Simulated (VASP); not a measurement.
# CsBe3Ag in VASP: further runs

CsBe3Ag is run at these levels: PBE; tasks: single point, relaxation of cell and atoms.

Program: VASP 6.6.1. These are calculated values, not measurements. Logs are shortened: lines on timing, memory, paths and dates and some standing lists are left out, and cuts for length are marked.

## 1. The cell of the first run

It takes space group Pm-3m (No. 221, cubic). The conventional cell has a = 4.719 Å, b = 4.719 Å, c = 4.719 Å, α = 90.00°, β = 90.00°, γ = 90.00°. Cs (site symmetry m-3m) has 12 Be at 3.34 Å and 8 Ag at 4.09 Å within 4.4 Å. Be (site symmetry 4/mmm) has 2 Ag at 2.36 Å within 3.1 Å. Ag (site symmetry m-3m) has 6 Be at 2.36 Å within 3.1 Å.

The cell was built from a structure type or drawn by symmetry, and may not be a known phase.

## 2. Single point, PBE

INCAR reads:

```
SYSTEM = CsBe3Ag
PREC     = Accurate       ! precision mode
ENCUT    = 520            ! plane-wave cutoff, eV
EDIFF    = 1E-7           ! SCF threshold, eV
ISMEAR   = 0              ! smearing method
SIGMA    = 0.1            ! smearing width, eV
LREAL    = .False.        ! projectors in reciprocal space
LASPH    = .True.         ! aspherical terms in the spheres
NELM     = 100            ! most SCF steps
ALGO     = Normal         ! electronic algorithm
ISIF     = 2              ! what is computed and relaxed
LWAVE    = .False.        ! write WAVECAR
LCHARG   = .False.        ! write CHGCAR
GGA      = PE             ! functional
NBANDS   = 21             ! bands
```

KPOINTS reads:

```
regular mesh
0
Gamma
  8 8 8
  0 0 0
```

POSCAR reads:

```
CsBe3Ag
1.0
    4.7191685407      0.0000000000      0.0000000000
    0.0000000000      4.7191685407      0.0000000000
    0.0000000000      0.0000000000      4.7191685407
Cs Be Ag
1 3 1
Direct
    0.5000000000      0.5000000000      0.5000000000
    0.5000000000      0.0000000000      0.0000000000
    0.0000000000      0.0000000000      0.5000000000
    0.0000000000      0.5000000000      0.0000000000
    0.0000000000      0.0000000000      0.0000000000
```

Potentials or basis: VASP PAW PBE potentials, release 64 (Cs_sv, Be, Ag).

On the command line:

```console
$ cat potpaw_PBE.64/Cs_sv/POTCAR potpaw_PBE.64/Be/POTCAR potpaw_PBE.64/Ag/POTCAR > POTCAR
$ mpirun -np 1 vasp_std > vasp.out
```

OUTCAR:

```text
SYSTEM = CsBe3Ag
   PREC = Accurate
   ENCUT = 520
   EDIFF = 1E-7
   ISMEAR = 0
   LREAL = .False.
   LASPH = .True.
   NELM = 100
   ISIF = 2
   GGA = PE

 ion  position               nearest neighbor table
   1  0.500  0.500  0.500-
   2  0.500  0.000  0.000-   5 2.36   5 2.36
   3  0.000  0.000  0.500-   5 2.36   5 2.36
   4  0.000  0.500  0.000-   5 2.36   5 2.36
   5  0.000  0.000  0.000-   2 2.36   3 2.36   4 2.36   3 2.36   4 2.36   2 2.36

  LATTYP: Found a simple cubic cell.
 ALAT       =     4.7191685407

  Lattice vectors:

 A1 = (   4.7191685407,   0.0000000000,   0.0000000000)
 A2 = (   0.0000000000,   4.7191685407,   0.0000000000)
 A3 = (   0.0000000000,   0.0000000000,   4.7191685407)

Analysis of symmetry for initial positions (statically):
=====================================================================
 Subroutine PRICEL returns:
 Original cell was already a primitive cell.

 Routine SETGRP: Setting up the symmetry group for a
 simple cubic supercell.

 Subroutine GETGRP returns: Found 48 space group operations
 (whereof 48 operations were pure point group operations)
 out of a pool of 48 trial point group operations.

The static configuration has the point symmetry O_h .

Analysis of symmetry for dynamics (positions and initial velocities):
=====================================================================
 Subroutine PRICEL returns:
 Original cell was already a primitive cell.

 Routine SETGRP: Setting up the symmetry group for a
 simple cubic supercell.

 Subroutine GETGRP returns: Found 48 space group operations
 (whereof 48 operations were pure point group operations)
 out of a pool of 48 trial point group operations.

The dynamic configuration has the point symmetry O_h .

 Subroutine INISYM returns: Found 48 space group operations
 (whereof 48 operations are pure point group operations),
 and found     1 'primitive' translations

----------------------------------------------------------------------------------------

                                     Primitive cell

  volume of cell :     105.0985

  direct lattice vectors                    reciprocal lattice vectors
     4.719168541  0.000000000  0.000000000     0.211901735  0.000000000  0.000000000
     0.000000000  4.719168541  0.000000000     0.000000000  0.211901735  0.000000000
     0.000000000  0.000000000  4.719168541     0.000000000  0.000000000  0.211901735

  length of vectors
     4.719168541  4.719168541  4.719168541     0.211901735  0.211901735  0.211901735

  position of ions in fractional coordinates (direct lattice)
     0.500000000  0.500000000  0.500000000
     0.500000000  0.000000000  0.000000000
     0.000000000  0.000000000  0.500000000
     0.000000000  0.500000000  0.000000000
     0.000000000  0.000000000  0.000000000

  ion indices of the primitive-cell ions
   primitive index   ion index
                 1           1
                 2           2
                 3           3
                 4           4
                 5           5

----------------------------------------------------------------------------------------

 KPOINTS: regular mesh

Automatic generation of k-mesh.
 Grid dimensions read from file:
 generate k-points for:    8    8    8

 Generating k-lattice:

  Cartesian coordinates                     Fractional coordinates (reciprocal lattice)
     0.026487717  0.000000000  0.000000000     0.125000000  0.000000000  0.000000000
     0.000000000  0.026487717  0.000000000     0.000000000  0.125000000  0.000000000
     0.000000000  0.000000000  0.026487717     0.000000000  0.000000000  0.125000000

  Length of vectors
     0.026487717  0.026487717  0.026487717

  Shift w.r.t. Gamma in fractional coordinates (k-lattice)
     0.000000000  0.000000000  0.000000000

 Subroutine IBZKPT returns following result:
 ===========================================

 Found     35 irreducible k-points:

 Following reciprocal coordinates:
            Coordinates               Weight
  0.000000  0.000000  0.000000      1.000000
  0.125000  0.000000  0.000000      6.000000
  0.250000  0.000000  0.000000      6.000000
  0.375000  0.000000  0.000000      6.000000
  0.500000  0.000000  0.000000      3.000000
  0.125000  0.125000  0.000000     12.000000
[... 16 lines left out ...]
  0.375000  0.375000  0.125000     24.000000
  0.500000  0.375000  0.125000     24.000000
 [... further k-points ...]
   k-points           NKPTS =     35   k-points in BZ     NKDIM =     35   number of bands    NBANDS=     21
   number of dos      NEDOS =    301   number of ions     NIONS =      5
   total plane-waves  NPLWV =  46656
   dimension x,y,z NGX =    36 NGY =   36 NGZ =   36
   dimension x,y,z NGXF=    72 NGYF=   72 NGZF=   72
   ions per type =               1   3   1
   NGX,Y,Z   is equivalent  to a cutoff of  12.68, 12.68, 12.68 a.u.
   NGXF,Y,Z  is equivalent  to a cutoff of  25.36, 25.36, 25.36 a.u.
 SYSTEM =  CsBe3Ag
   PREC   = accura    normal or accurate (medium, high low for compatibility)
   ISTART =      0    job   : 0-new  1-cont  2-samecut
   ICHARG =      2    charge: 1-file 2-atom 10-const
   ISPIN  =      1    spin polarized calculation?
   LNONCOLLINEAR =      F non collinear calculations
   LSORBIT =      F    spin-orbit coupling
   LASPH  =      T    aspherical Exc in radial PAW
   ENCUT  =  520.0 eV  38.22 Ry    6.18 a.u.   8.77  8.77  8.77*2*pi/ulx,y,z
   NELM   =    100;   NELMIN=  2; NELMDL= -5     # of ELM steps
   EDIFF  = 0.1E-06   stopping-criterion for ELM
   LREAL  =      F    real-space projection
   EDIFFG = 0.1E-05   stopping-criterion for IOM
   NSW    =      0    number of steps for IOM
   IBRION =     -1    ionic relax: 0-MD 1-quasi-New 2-CG
   NFREE  =      0    steps in history (QN), initial steepest desc. (CG)
   ISIF   =      2    stress and relaxation
   ISYM   =      2    0-nonsym 1-usesym 2-fastsym
   POTIM  = 0.5000    time-step for ionic-motion
   TEBEG  =    0.0;   TEEND  =   0.0 temperature during run
   PSTRESS=    0.0 pullay stress
   NELECT =      26.0000    total number of electrons
   NUPDOWN=      -1.0000    fix difference up-down
   EMIN   =  10.00;   EMAX   =-10.00  energy-range for DOS
   EFERMI =   0.00;   METHOD = LEGACY
   ISMEAR =     0;   SIGMA  =   0.10  broadening in eV -4-tet -1-fermi 0-gaus
   EFERMI_NEDOS =   21; number of points for ismear=-14 and -15
   IALGO  =     38    algorithm
   IMIX   =      4    mixing-type and parameters
     AMIX     =   0.40;   BMIX     =  1.00
     AMIX_MAG =   1.60;   BMIX_MAG =  1.00
  volume/ion in A,a.u.               =      21.02       141.85
  Fermi-wavevector in a.u.,A,eV,Ry     =   1.027702  1.942075 14.370079  1.056171
  Thomas-Fermi vector in A             =   2.161660
   LORBIT       =      0    0 simple, 1 ext, 2 COOP (PROOUT), +10 PAW based schemes
   GGA     = PE    functional components
   LHFCALC =     F    Hartree Fock is set to
   AEXX    =    0.0000 exact exchange contribution
   IVDW    =     0    specifies the selected vdW correction
   LEPSILON=     F    determine dielectric tensor
   LRPA    =     F    only Hartree local field effects (RPA)
 non-spin polarized calculation
 Gauss-broadening in eV      SIGMA  =   0.10
  energy-cutoff  :      520.00
  volume of cell :      105.10
 maximum number of plane-waves:      2872
 NGX is ok and might be reduce to    36

 number of electron      26.0000005 magnetization

 Free energy of the ion-electron system (eV)
  ---------------------------------------------------
  ext. energy  EPLUGINS =         0.00000000
  ---------------------------------------------------
  free energy    TOTEN  =       -10.44020518 eV

  energy without entropy =      -10.43689057  energy(sigma->0) =      -10.43854787

 E-fermi :   3.6655     XC(G=0):  -9.1751

 val. band max:        3.5667336371   @ k =   0.5000   0.3750   0.0000
 cond. band min:       3.7139068331   @ k =   0.5000   0.3750   0.1250
 fundamental gap:      0.1471731961
 Fermi energy:         3.6654563616

 k-point     1 :       0.0000    0.0000    0.0000
  band No.  band energies     occupation
      1     -18.2450      2.00000
      2      -5.1931      2.00000
      3      -5.1931      2.00000
      4      -5.1931      2.00000
      5      -2.6311      2.00000
      6      -2.3934      2.00000
[... 13 lines left out ...]
     20       8.8976      0.00000
     21       8.8998      0.00000

 k-point     2 :       0.1250    0.0000    0.0000
  band No.  band energies     occupation
      1     -18.2420      2.00000
      2      -5.3115      2.00000
      3      -5.1841      2.00000
      4      -5.1841      2.00000
      5      -2.4514      2.00000
      6      -2.3879      2.00000
[... 13 lines left out ...]
     20       8.8579      0.00000
     21       8.8611      0.00000

 k-point     3 :       0.2500    0.0000    0.0000
  band No.  band energies     occupation
      1     -18.2344      2.00000
      2      -5.5574      2.00000
      3      -5.1623      2.00000
      4      -5.1623      2.00000
      5      -2.3744      2.00000
      6      -2.3264      2.00000
[... 13 lines left out ...]
     20       8.4034      0.00000
     21       8.5165      0.00000
[... 457 lines left out ...]
 k-point    23 :       0.3750    0.3750    0.1250
  band No.  band energies     occupation
      1     -18.2065      2.00000
      2      -5.6030      2.00000
      3      -5.5611      2.00000
      4      -5.1541      2.00000
      5      -2.3467      2.00000
      6      -2.2561      2.00000
[... 13 lines left out ...]
     20       8.2335      0.00000
     21      10.0501      0.00000

 k-point    24 :       0.5000    0.3750    0.1250
  band No.  band energies     occupation
      1     -18.2035      2.00000
      2      -5.6501      2.00000
      3      -5.5532      2.00000
      4      -5.1415      2.00000
      5      -2.3540      2.00000
      6      -2.2476      2.00000
[... 13 lines left out ...]
     20       8.5398      0.00000
     21      10.2388      0.00000

 [... further k-points ...]

------------------------ aborting loop because EDIFF is reached ----------------------------------------

  FORCE on cell =-STRESS in cart. coord.  units (eV):
  Direction    XX          YY          ZZ          XY          YZ          ZX
  --------------------------------------------------------------------------------------
  -------------------------------------------------------------------------------------
  Total        0.0346412      0.0346412      0.0346412     -0.0000000     -0.0000000      0.0000000
  in kB        0.5280896      0.5280896      0.5280896     -0.0000000     -0.0000000      0.0000000
  external PRESSURE =       0.5280896 kB  Pullay stress =       0.0000000 kB

 VOLUME and BASIS-vectors are now :
 -----------------------------------------------------------------------------
  energy-cutoff  :      520.00
  volume of cell :      105.10
      direct lattice vectors                 reciprocal lattice vectors
     4.719168541  0.000000000  0.000000000     0.211901735  0.000000000  0.000000000
     0.000000000  4.719168541  0.000000000     0.000000000  0.211901735  0.000000000
     0.000000000  0.000000000  4.719168541     0.000000000  0.000000000  0.211901735

 POSITION                                       TOTAL-FORCE (eV/Angst)
 -----------------------------------------------------------------------------------
      2.35958      2.35958      2.35958         0.000000      0.000000      0.000000
      2.35958      0.00000      0.00000         0.000000      0.000000      0.000000
      0.00000      0.00000      2.35958         0.000000      0.000000      0.000000
      0.00000      2.35958      0.00000         0.000000      0.000000      0.000000
      0.00000      0.00000      0.00000         0.000000      0.000000      0.000000
 -----------------------------------------------------------------------------------
    total drift:                                0.000000      0.000000      0.000000

  FREE ENERGIE OF THE ION-ELECTRON SYSTEM (eV)
  ---------------------------------------------------
  free  energy   TOTEN  =       -10.4402051759 eV

  energy  without entropy=      -10.4368905704  energy(sigma->0) =      -10.43854787
```

Wall time 26 s (1 thread of Intel Xeon 6975P-C (Granite Rapids), shared host); peak memory 0.25 GiB.

Results:

| Item | Value |
| --- | --- |
| Free energy | -10.4402 eV |
| Pressure | 0.1 GPa |
| Band gap on the k mesh | zero (bands 13 and 14 overlap by 0.25 eV) |

Levels at points of the mesh, in eV from the Fermi level:
```
           k point  band 9  band 10  band 11  band 12  band 13  band 14  band 15  band 16  band 17  band 18
(0.00, 0.00, 0.00)   -5.33    -5.33    -0.41    -0.41    -0.41     0.18     0.18     3.28     3.28     3.28
(0.50, 0.00, 0.00)   -5.32    -4.62    -3.77    -0.72    -0.72     0.51     1.78     3.09     3.09     3.58
(0.50, 0.50, 0.00)   -5.45    -4.89    -2.11    -2.11    -0.44     0.68     1.60     1.60     2.53     3.35
(0.50, 0.50, 0.50)   -5.41    -3.95    -2.87    -2.87    -2.87     1.49     1.49     1.49     5.86     5.86
```

Caveat: spin-orbit coupling is left out, which moves the levels of the heavy elements.

## 3. Single point, PBE

This run uses another cell than the first one: it holds 10 atoms, not 5.

INCAR reads:

```
SYSTEM = CsBe3Ag
ALGO = Fast
EDIFF = 1E-7
ENCUT = 520
GGA = PE
ISIF = 2
ISMEAR = 0
LASPH = .True.
LCHARG = .True.
LELF = .True.
LREAL = .False.
LVHAR = .True.
LWAVE = .False.
NBANDS = 37
NELM = 100
PREC = Accurate
SIGMA = 0.2
```

KPOINTS reads:

```
k-points
0
Gamma
  6 6 4
  0 0 0
```

POSCAR reads:

```
CsBe3Ag
1.0
    0.0000000000      4.7191685407      0.0000000000
    0.0000000000      0.0000000000      4.7191685407
    9.4383370814      0.0000000000      0.0000000000
Cs Be Ag
2 6 2
Direct
    0.5000000000      0.5000000000      0.2500000000
    0.5000000000      0.5000000000      0.7500000000
    0.0000000000      0.0000000000      0.2500000000
    0.0000000000      0.0000000000      0.7500000000
    0.0000000000      0.5000000000      0.0000000000
    0.0000000000      0.5000000000      0.5000000000
    0.5000000000      0.0000000000      0.0000000000
    0.5000000000      0.0000000000      0.5000000000
    0.0000000000      0.0000000000      0.0000000000
    0.0000000000      0.0000000000      0.5000000000
```

Potentials or basis: VASP PAW PBE potentials, release 64 (Cs_sv, Be, Ag).

On the command line:

```console
$ cat potpaw_PBE.64/Cs_sv/POTCAR potpaw_PBE.64/Be/POTCAR potpaw_PBE.64/Ag/POTCAR > POTCAR
$ mpirun -np 1 vasp_std > vasp.out
```

Run time: 2.1 min. Hardware: 1 thread of Intel Xeon 6975P-C (Granite Rapids), shared host; peak memory 0.41 GiB.

It converged, with:

| Item | Value |
| --- | --- |
| Free energy | -20.8841 eV |
| Pressure | 0.1 GPa |
| Band gap on the k mesh | zero (bands 26 and 27 overlap by 0.24 eV) |

Levels at points of the mesh, in eV from the Fermi level:
| k point | band 24 | band 25 | band 26 | band 27 | band 28 | band 29 |
| --- | --- | --- | --- | --- | --- | --- |
| (0.00, 0.00, 0.00) | -0.44 | -0.44 | -0.44 | 0.15 | 0.15 | 0.49 |
| (0.50, 0.00, 0.00) | -0.75 | -0.75 | -0.46 | 0.49 | 0.65 | 1.58 |
| (0.50, 0.50, 0.00) | -2.14 | -2.14 | -0.47 | 0.66 | 1.46 | 1.46 |
| (0.00, 0.00, 0.50) | -0.57 | -0.57 | -0.57 | 0.28 | 0.28 | 1.72 |
| (0.50, 0.00, 0.50) | -1.60 | -0.26 | -0.26 | 0.40 | 0.40 | 2.13 |
| (0.50, 0.50, 0.50) | -2.53 | -1.36 | -1.36 | 0.36 | 0.36 | 1.44 |

Caveat: spin-orbit coupling is left out, which moves the levels of the heavy elements.

(Part 1 of 2 ends here.)
